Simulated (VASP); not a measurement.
AlP:

```
Al P
1.0
     0.00000    2.73150    2.73150
     2.73150    0.00000    2.73150
     2.73150    2.73150    0.00000
Al P
1 1
Direct
  0.00000 0.00000 0.00000
  0.25000 0.25000 0.25000
```

Base run:

- Program: VASP 6.6.1
- Functional: PBE
- Potentials or basis: VASP PAW PBE potentials, release 64 (Al, P)
- Cutoff: 500 eV
- k mesh: 8 × 8 × 8
- Occupations: gaussian, width 0.01 eV
- Spin: no spin polarisation

Its results: band gap on the k mesh 1.58 eV, indirect (least direct gap 3.29 eV); pressure 2.0 GPa.

Q: The run is repeated on the same cell with these changes: k mesh from 8 × 8 × 8 to 2 × 2 × 2. What comes out?

A: Band gap on the k mesh 1.38 eV, indirect (least direct gap 3.26 eV); pressure 8.1 GPa.

Caveats: some runs use coarse meshes.

A k mesh can miss the band edges.
